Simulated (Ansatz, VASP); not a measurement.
## ScGa2N3: VASP beside Ansatz

```xyz
6
Lattice="3.1001 0.0000 0.0000 -1.5500 2.6848 0.0000 0.0000 0.0000 7.4560" Properties=species:S:1:pos:R:3 pbc="T T T"
Sc    0.0000    0.0000    3.7280
Ga    0.0000    1.7898    1.2300
Ga    1.5500    0.8949    6.2260
N     0.0000    1.7898    5.0263
N     1.5500    0.8949    2.4297
N     0.0000    0.0000    0.0000
```

Change from the starting cell: species swapped into the NaFe2O3 type (P-3m1, No. 164).

Alike in both runs: task relaxation of cell and atoms; functional PBE; k mesh 12 × 12 × 4; occupations gaussian, width 0.02 eV; no spin polarisation.

|  | VASP | Ansatz |
| --- | --- | --- |
| version | VASP 6.6.1 | Ansatz 0.2.0 |
| potentials or method | VASP PAW PBE potentials, release 64 (Sc_sv, Ga_d, N), cutoff 600 eV | scalar-relativistic, plane waves, PAW |
| valence electrons in the cell | 52 | 52 |

|  | VASP | Ansatz | Ansatz less VASP |
| --- | --- | --- | --- |
| gap on the k mesh at the Fermi level, each at its own relaxed structure (eV) | 1.34 | 1.36 | +0.024 |
| relaxed volume (Å³/atom) | 10.36 | 10.33 | -0.034 |
| relaxed length of the cell vector where the two differ most in proportion (Å) | 3.102 | 3.099 | -0.0035 |
